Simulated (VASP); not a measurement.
# AlN (F-43m) in VASP: G0W0 quasiparticle levels with PBE

Aim: the G0W0 quasiparticle levels of AlN with PBE.

Program: VASP 6.6.1. These are calculated values, not measurements. Logs are shortened: lines on timing, memory, paths and dates and some standing lists are left out, and cuts for length are marked.

**1. The cell of the first run**

The structure is cubic, space group F-43m (No. 216). Conventional cell: a = 4.432 Å, b = 4.432 Å, c = 4.432 Å, α = 90.00°, β = 90.00°, γ = 90.00°. Al (site symmetry -43m) has 4 N at 1.92 Å within 2.5 Å. N (site symmetry -43m) has 4 Al at 1.92 Å within 2.5 Å.

**2. G0W0 quasiparticle levels, PBE**

POSCAR reads:

```
AlN
1.0
    0.0000000000      2.2159017290      2.2159017290
    2.2159017290      0.0000000000      2.2159017290
    2.2159017290      2.2159017290      0.0000000000
Al N
1 1
Direct
    0.0000000000      0.0000000000      0.0000000000
    0.7500000000      0.7500000000      0.7500000000
```

INCAR.step1 reads:

```
ALGO = Normal
EDIFF = 1E-8
ENCUT = 500
GGA = PE
ISMEAR = 0
LASPH = T
LCHARG = F
LREAL = F
LWAVE = T
NELM = 60
PREC = Accurate
SIGMA = 0.01
```

INCAR.step2 reads:

```
ALGO = Exact
EDIFF = 1E-8
ENCUT = 500
GGA = PE
ISMEAR = 0
ISTART = 1
LASPH = T
LCHARG = F
LOPTICS = T
LREAL = F
LWAVE = T
NBANDS = 94
NELM = 1
PREC = Accurate
SIGMA = 0.01
```

INCAR.step3 reads:

```
ALGO = EVGW0
EDIFF = 1E-8
ENCUT = 500
ENCUTGW = 150.0
GGA = PE
ISMEAR = 0
ISTART = 1
LASPH = T
LCHARG = F
LREAL = F
LWAVE = F
NBANDS = 94
NBANDSGW = 12
NELMGW = 1
NOMEGA = 96
OMEGAMAX = 20
PREC = Accurate
PRECFOCK = Fast
SIGMA = 0.01
```

KPOINTS reads:

```
k-points
0
Gamma
  6 6 6
```

Potentials or basis: VASP PAW PBE potentials, release 64 (Al_GW, N_GW).

Started as:

```
cat potpaw_PBE.64/Al_GW/POTCAR potpaw_PBE.64/N_GW/POTCAR > POTCAR
cp INCAR.step1 INCAR
mpirun -np 1 vasp_std > vasp.out
cp INCAR.step2 INCAR
mpirun -np 1 vasp_std > vasp.out
cp INCAR.step3 INCAR
mpirun -np 1 vasp_std > vasp.out
```

OUTCAR:

```text
EDIFF = 1E-8
   ENCUT = 500
   ENCUTGW = 150.0
   GGA = PE
   ISMEAR = 0
   ISTART = 1
   LASPH = T
   LREAL = F
   NELMGW = 1
   PREC = Accurate
   PRECFOCK = Fast

 ion  position               nearest neighbor table
   1  0.000  0.000  0.000-   2 1.92   2 1.92   2 1.92   2 1.92
   2  0.750  0.750  0.750-   1 1.92   1 1.92   1 1.92   1 1.92

  LATTYP: Found a face centered cubic cell.
 ALAT       =     4.4318034580

  Lattice vectors:

 A1 = (   0.0000000000,   2.2159017290,   2.2159017290)
 A2 = (   2.2159017290,   0.0000000000,   2.2159017290)
 A3 = (   2.2159017290,   2.2159017290,   0.0000000000)

Analysis of symmetry for initial positions (statically):
=====================================================================
 Subroutine PRICEL returns:
 Original cell was already a primitive cell.

 Routine SETGRP: Setting up the symmetry group for a
 face centered cubic supercell.

 Subroutine GETGRP returns: Found 24 space group operations
 (whereof 24 operations were pure point group operations)
 out of a pool of 48 trial point group operations.

The static configuration has the point symmetry T_d .

Analysis of symmetry for dynamics (positions and initial velocities):
=====================================================================
 Subroutine PRICEL returns:
 Original cell was already a primitive cell.

 Routine SETGRP: Setting up the symmetry group for a
 face centered cubic supercell.

 Subroutine GETGRP returns: Found 24 space group operations
 (whereof 24 operations were pure point group operations)
 out of a pool of 48 trial point group operations.

The dynamic configuration has the point symmetry T_d .

 Subroutine INISYM returns: Found 24 space group operations
 (whereof 24 operations are pure point group operations),
 and found     1 'primitive' translations

----------------------------------------------------------------------------------------

[... 79 lines left out ...]
   LSORBIT =      F    spin-orbit coupling
   LASPH  =      T    aspherical Exc in radial PAW
   ENCUT  =  500.0 eV  36.75 Ry    6.06 a.u.   5.71  5.71  5.71*2*pi/ulx,y,z
   NELM   =     60;   NELMIN=  2; NELMDL=  0     # of ELM steps
   EDIFF  = 0.1E-07   stopping-criterion for ELM
   LREAL  =      F    real-space projection
   EDIFFG = 0.1E-06   stopping-criterion for IOM
   NSW    =      0    number of steps for IOM
   IBRION =     -1    ionic relax: 0-MD 1-quasi-New 2-CG
   NFREE  =      0    steps in history (QN), initial steepest desc. (CG)
   ISIF   =      0    stress and relaxation
   ISYM   =      3    0-nonsym 1-usesym 2-fastsym
   POTIM  = 0.5000    time-step for ionic-motion
   TEBEG  =    0.0;   TEEND  =   0.0 temperature during run
   PSTRESS=    0.0 pullay stress
   NELECT =       8.0000    total number of electrons
   NUPDOWN=      -1.0000    fix difference up-down
   EMIN   =  10.00;   EMAX   =-10.00  energy-range for DOS
   EFERMI =   0.00;   METHOD = LEGACY
   ISMEAR =     0;   SIGMA  =   0.01  broadening in eV -4-tet -1-fermi 0-gaus
   EFERMI_NEDOS =   21; number of points for ismear=-14 and -15
   IALGO  =     38    algorithm
   IMIX   =      4    mixing-type and parameters
     AMIX     =   0.40;   BMIX     =  1.00
     AMIX_MAG =   1.60;   BMIX_MAG =  1.00
  volume/ion in A,a.u.               =      10.88        73.43
  Fermi-wavevector in a.u.,A,eV,Ry     =   1.172765  2.216205 18.713150  1.375378
  Thomas-Fermi vector in A             =   2.309189
   LORBIT       =      0    0 simple, 1 ext, 2 COOP (PROOUT), +10 PAW based schemes
   GGA     = PE    functional components
   LHFCALC =     T    Hartree Fock is set to
   PRECFOCK=fast      Normal, Fast or Accurate (Low or Medium for compatibility)
   ENCUT4O =  -1.0   cutoff for four orbital integrals eV
   NKREDX  =     1    reduce k-point grid by
   NKREDY  =     1    reduce k-point grid by
   NKREDZ  =     1    reduce k-point grid by
   AEXX    =    1.0000 exact exchange contribution
   HFSCREEN=    0.0000 screening length (either q_TF or 0.3 A-1)
   HFSCREENC=   0.0000 screening length for correlation (either q_TF or 0.3 A-1)
   ENCUTFOCK=  -1.0 apply spherical cutoff to Coloumb kernel
   IVDW    =     0    specifies the selected vdW correction
   LEPSILON=     F    determine dielectric tensor
   LRPA    =     F    only Hartree local field effects (RPA)
   LRPAFORCE           =     F    calculate RPA forces
   ENCUTGW             = 150.0    cutoff for response function in eV
   ENCUTGWSOFT         = 120.0    soft cutoff for Coulomb kernel in GW response function in eV
   ENCUTLF             =  -1.0    cutoff for local field effects
   NELMGW              =     1    number of iterations in solving QP/BSE equation
   NELMHF              =     1    number of iterations in the inner HF iteration
   NKREDLFX            =     1    NKREDLFY  =   1   NKREDLFZ  =   1
 non-spin polarized calculation
 Gauss-broadening in eV      SIGMA  =   0.01
  energy-cutoff  :      500.00
  volume of cell :       21.76
 maximum number of plane-waves:       568
  NGX = 14; NGY = 14; NGZ = 14
   NGX = 11   NGY = 11   NGZ = 11
 maximum number of plane-waves:        95
 NGX is ok and might be reduce to    14

 QP shifts <psi_nk| G(iteration)W_0 |psi_nk>: iteration 1
 for sc-GW calculations column KS-energies equals QP-energies in previous step
 and V_xc(KS)=  KS-energies - (<T + V_ion + V_H > + <T+V_H+V_ion>^1  + <V_x>^1)

 k-point   1 :       0.0000    0.0000    0.0000
  band No.  KS-energies  QP-energies   sigma(KS)   V_xc(KS)     V^pw_x(r,r')   Z            occupation Imag(sigma)

      1     -10.1487     -11.5713     -16.7339     -14.7581     -24.6529       0.7200       2.0000       1.1847
      2       4.5888       3.7552     -17.7242     -16.6466     -20.5886       0.7735       2.0000       0.0351
      3       4.5888       3.7552     -17.7242     -16.6466     -20.5886       0.7735       2.0000       0.0351
      4       4.5888       3.7552     -17.7242     -16.6466     -20.5886       0.7735       2.0000       0.0351
      5       8.4012       9.0975     -11.4870     -12.3487      -7.8339       0.8080       0.0000      -0.0492
      6      16.7134      17.6255      -8.9853     -10.1296      -3.9646       0.7970       0.0000      -0.0920
      7      16.7134      17.6255      -8.9853     -10.1296      -3.9646       0.7970       0.0000      -0.0920
      8      16.7134      17.6255      -8.9853     -10.1296      -3.9646       0.7970       0.0000      -0.0920
      9      21.9194      22.8281      -9.1378     -10.2900      -3.6056       0.7886       0.0000      -0.2506
     10      21.9194      22.8281      -9.1378     -10.2900      -3.6056       0.7886       0.0000      -0.2506
     11      23.2380      23.6514      -8.9799      -9.5096      -2.5467       0.7804       0.0000      -0.7428
     12      23.2380      23.6514      -8.9799      -9.5096      -2.5467       0.7804       0.0000      -0.7428
[... 228 lines left out ...]
      1      -7.5933      -8.8798     -18.5534     -16.7816     -26.1181       0.7261       2.0000       0.8546
      2       0.3770      -0.7965     -15.1223     -13.5187     -18.8575       0.7318       2.0000       0.0883
      3       1.8906       0.7642     -15.8210     -14.3272     -19.1645       0.7541       2.0000       0.0591
      4       2.1676       1.0714     -15.3888     -13.9468     -18.4658       0.7602       2.0000       0.0519
      5       9.7506      10.3629     -10.1748     -10.9344      -6.2737       0.8062       0.0000      -0.0541
      6      14.5824      15.4886     -10.0055     -11.1353      -5.3724       0.8021       0.0000      -0.0698
      7      17.0782      18.3008     -12.4060     -14.0178      -6.8168       0.7585       0.0000      -0.1494
      8      17.1200      17.9522      -9.8483     -10.9173      -4.2513       0.7784       0.0000      -0.1969
      9      20.5844      21.4943     -10.3860     -11.6125      -3.9754       0.7419       0.0000      -0.3320
     10      24.2847      25.0359      -9.2318     -10.2054      -2.9126       0.7715       0.0000      -0.5005
     11      28.2472      29.4428     -10.8858     -12.4187      -3.9724       0.7800       0.0000      -0.9376
     12      29.4416      30.6878     -10.5997     -12.1857      -4.0508       0.7858       0.0000      -0.8963
```

Run time: 3.6 min. Hardware: 1 thread of AMD EPYC 9R45 (Zen 5), shared host; peak memory 0.39 GiB.

What came out:

```
Quasiparticle gap                                   : 4.55 eV
Least direct quasiparticle gap                      : 5.34 eV
Band gap of the starting levels on the mesh         : 3.29 eV
Least direct gap of the starting levels on the mesh : 3.81 eV
```

Caveat: the k points lie up to 0.41 Å⁻¹ apart; bands, screening cutoff and mesh are small and nothing is extrapolated, so the quasiparticle values aren't converged.
